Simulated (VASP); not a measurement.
Crystal: MgO (Periclase).

```
Mg O
1.0
     2.98187    0.00000    0.00000
     1.49093    2.58237    0.00000
     1.49093    0.86079    2.43469
Mg O
1 1
Direct
  0.00000 0.00000 0.00000
  0.50000 0.50000 0.50000
```

Base run:

```yaml
Program: VASP 6.6.1
Functional: BLYP
Potentials_or_basis: VASP PAW PBE potentials, release 64 (Mg, O)
Cutoff: 520 eV
k_mesh: 8 × 8 × 8
Occupations: gaussian, width 0.01 eV
Spin: no spin polarisation
```

Its results: band gap on the k mesh 4.98 eV, direct; pressure 5.8 GPa.

Q: After a change of settings the same cell gave: band gap on the k mesh 4.60 eV, direct; pressure -0.8 GPa. Which change was it?
A. functional from BLYP to PBEsol
B. functional from BLYP to RPBE; further incar settings from ALGO = Normal; EDIFF = 1e-07; NBANDS = 11 to ALGO = Normal; EDIFF = 1e-06; NBANDS = 11
C. functional from BLYP to revPBE; further incar settings from ALGO = Normal; EDIFF = 1e-07; NBANDS = 11 to ALGO = Normal; EDIFF = 1e-06; NBANDS = 11

A: A.

PBEsol binds more tightly than BLYP, so the same cell stands under less pressure.

Caveats: the PAW data sets were made with another functional, which shifts forces and pressure a little.
